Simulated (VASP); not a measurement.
Set up this calculation in VASP 6.6.1, as the native input.

```yaml
Task: relaxation of cell and atoms
Functional: PBE
Potentials_or_basis: VASP PAW PBE potentials, release 64 (Mo_sv)
Cutoff: 600 eV
k_mesh: 18 × 18 × 18
Occupations: fermi-dirac, width 0.05 eV
Spin: no spin polarisation
Dipole_correction: no
Further_INCAR_settings: ALGO = Normal; EDIFF = 1e-07; IBRION = 2; EDIFFG = -0.005; NSW = 45; ISIF = 3
```

The structure of Mo lies in POSCAR:

```
Mo
1.0
   -1.5802780018      1.5802780018      1.5802780018
    1.5802780018     -1.5802780018      1.5802780018
    1.5802780018      1.5802780018     -1.5802780018
Mo
1
Direct
    0.0000000000      0.0000000000      0.0000000000
```

One way to write it, as run:

INCAR

```
PREC = Accurate ; ENCUT = 600
EDIFF = 1E-7 ; ISMEAR = -1
SIGMA = 0.05 ; LREAL = False
LASPH = True ; NELM = 100
ALGO = Normal ; ISIF = 3
LWAVE = False ; LCHARG = False
GGA = PE ; IBRION = 2
NSW = 45 ; EDIFFG = -0.005
```

KPOINTS

```
Automatic mesh
0
Gamma
  18 18 18
```

Potentials or basis: VASP PAW PBE potentials, release 64 (Mo_sv).

Run with:

```sh
$ cat potpaw_PBE.64/Mo_sv/POTCAR > POTCAR
$ mpirun -np 1 vasp_std > vasp.out
```

It gave:

* Relaxed volume: 15.81 Å³/atom
* Relaxed cell: a = 2.738 Å, b = 2.738 Å, c = 2.738 Å, α = 109.47°, β = 109.47°, γ = 109.47°
* Space group after relaxing (to 0.1 Å): Im-3m (No. 229)
* Energy gained by relaxing: 0.0 meV/atom
* Ionic steps: 3
* Pressure after relaxing: 0.0 GPa
* Band gap on the k mesh: zero (bands 7 and 8 overlap by 5.26 eV)

Wall time 44 s on 1 thread of AMD EPYC 9R45 96-Core Processor (Zen 5) (shared host), peak memory 0.14 GiB.
